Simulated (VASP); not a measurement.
Write the native input for VASP 6.6.1 that does the following.

* Task: single point
* Functional: PBE
* Dispersion: D4
* Potentials or basis: VASP PAW PBE potentials, release 64 (Fe)
* Cutoff: 520 eV
* k mesh: 11 × 11 × 11
* Occupations: fermi-dirac, width 0.15 eV
* Spin: collinear spin, ferromagnetic start
* Starting moments: [2.4] μB
* Dipole correction: no
* Further INCAR settings: ALGO = Normal; EDIFF = 1e-07; NBANDS = 14

The structure of Fe lies in POSCAR:

```
Fe
1.0
    0.0128625000      1.7150000000      1.7150000000
    1.7150000000      0.0128625000      1.7150000000
    1.7278625000      1.7278625000      0.0000000000
Fe
1
Direct
    0.0000000000      0.0000000000      0.0000000000
```

These files were run (other wordings do the same):

INCAR

```
SYSTEM = Fe
PREC = Accurate
ENCUT = 520
EDIFF = 1E-7
ISMEAR = -1
SIGMA = 0.15
LREAL = .False.
LASPH = .True.
NELM = 150
ALGO = Normal
ISIF = 2
LWAVE = .False.
LCHARG = .False.
ISPIN = 2
MAGMOM = 2.4
LORBIT = 11
LMAXMIX = 4
GGA = PE
IVDW = 13
NBANDS = 14
```

KPOINTS

```
Automatic mesh
0
Gamma
  11 11 11
  0 0 0
```

Potentials or basis: VASP PAW PBE potentials, release 64 (Fe).

The run is started by

```sh
$ cat potpaw_PBE.64/Fe/POTCAR > POTCAR
$ mpirun -np 1 vasp_std > vasp.out
```

It gave:

```yaml
Pressure: 2.7 GPa
Net_moment: 0.59 μB per cell
Site_moments: Fe +0.58 μB
Valence_electrons_inside_the_program's_atomic_spheres: Fe 7.54
Dispersion_energy_per_atom: -0.395 eV
```

Caveat: pairwise dispersion overbinds metals, which lowers pressure and volume.

Run time: 61 s on 1 thread of AMD EPYC 9R14 (Zen 4) (shared host), peak memory 0.12 GiB.
